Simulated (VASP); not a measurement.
A run of VASP 6.6.1 is set up as follows.

INCAR

```
SYSTEM = C
PREC = Accurate
ENCUT = 520
EDIFF = 1E-6
ISMEAR = -1
SIGMA = 0.05
LREAL = .FALSE.
LASPH = .TRUE.
NELM = 60
ALGO = Normal
ISIF = 2
LWAVE = .FALSE.
LCHARG = .FALSE.
GGA = CA
NBANDS = 36
```

KPOINTS

```
Automatic mesh
0
G
  12 12 3
  0 0 0
```

The input POSCAR:

```
C
1.0
    2.5051726443      0.0000000000      0.0000000000
   -1.2525863222      2.1695431509      0.0000000000
    0.0000000000      0.0000000000     12.2727733403
C
12
Direct
    0.6666666667      0.3333333333      0.3541700000
    0.3333333333      0.6666666667      0.8541700000
    0.6666666667      0.3333333333      0.1458300000
    0.3333333333      0.6666666667      0.6458300000
    0.6666666667      0.3333333333      0.4791700000
    0.3333333333      0.6666666667      0.9791700000
    0.6666666667      0.3333333333      0.0208300000
    0.3333333333      0.6666666667      0.5208300000
    0.0000000000      0.0000000000      0.8125000000
    0.0000000000      0.0000000000      0.3125000000
    0.0000000000      0.0000000000      0.6875000000
    0.0000000000      0.0000000000      0.1875000000
```

Potentials or basis: VASP PAW LDA potentials, release 64 (C).

Launch:

```sh
$ cat potpaw_LDA.64/C/POTCAR > POTCAR
$ mpirun -np 1 vasp_std > vasp.out
```

(1) What does it give for the largest force?

(2) What does it give for the pressure?

(3) What does it give for the band gap on the k mesh?

Results:

(1) 0.351 eV/Å.

(2) -2.4 GPa.

(3) 4.41 eV (least direct gap 5.30 eV).

Caveat: an odd mesh through Γ misses points on the zone boundary, where band edges can lie.
